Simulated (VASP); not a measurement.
Here is a VASP 6.6.1 calculation.

File INCAR:

```
SYSTEM = Ta3Cu
  PREC = Accurate
  ENCUT = 600
  EDIFF = 1E-7
  ISMEAR = 0
  SIGMA = 0.1
  LREAL = .FALSE.
  LASPH = .TRUE.
  NELM = 60
  ALGO = Fast
  ISIF = 3
  LWAVE = .FALSE.
  LCHARG = .FALSE.
  GGA = PE
  IBRION = 2
  NSW = 100
  EDIFFG = -0.01
```

Contents of KPOINTS:

```
regular mesh
0
G
  12 12 12
  0 0 0
```

The input POSCAR:

```
Ta3Cu
1.0
    0.0000000000      3.2294216786      3.2294216786
    3.2294216786      0.0000000000      3.2294216786
    3.2294216786      3.2294216786      0.0000000000
Ta Cu
3 1
Direct
    0.7500000000      0.7500000000      0.7500000000
    0.2500000000      0.2500000000      0.2500000000
    0.0000000000      0.0000000000      0.0000000000
    0.5000000000      0.5000000000      0.5000000000
```

Potentials or basis: VASP PAW PBE potentials, release 64 (Ta_pv, Cu).

Command:

```sh
$ cat potpaw_PBE.64/Ta_pv/POTCAR potpaw_PBE.64/Cu/POTCAR > POTCAR
$ mpirun -np 1 vasp_std > vasp.out
```

Task: Predict the space group after relaxing (to 0.1 Å).

Result: Fm-3m (No. 225).

Task: What does it give for the band gap on the k mesh?

Result: Zero (bands 22 and 23 overlap by 0.79 eV).

Task: Predict the relaxed cell.

Result: a = 4.571 Å, b = 4.571 Å, c = 4.571 Å, α = 60.00°, β = 60.00°, γ = 60.00°.

Task: Estimate the relaxed volume.

Result: 16.88 Å³/atom.

The path:
```
step  energy change (eV)  largest force (eV/Å)  pressure (GPa)  volume (Å³)
   1              0.0000                0.0000            0.50        67.36
   2              0.0007                0.0000           -0.88        67.88
   3             -0.0003                0.0000            0.00        67.54
```

Caveat: spin-orbit coupling is left out, which moves the levels of the heavy elements.
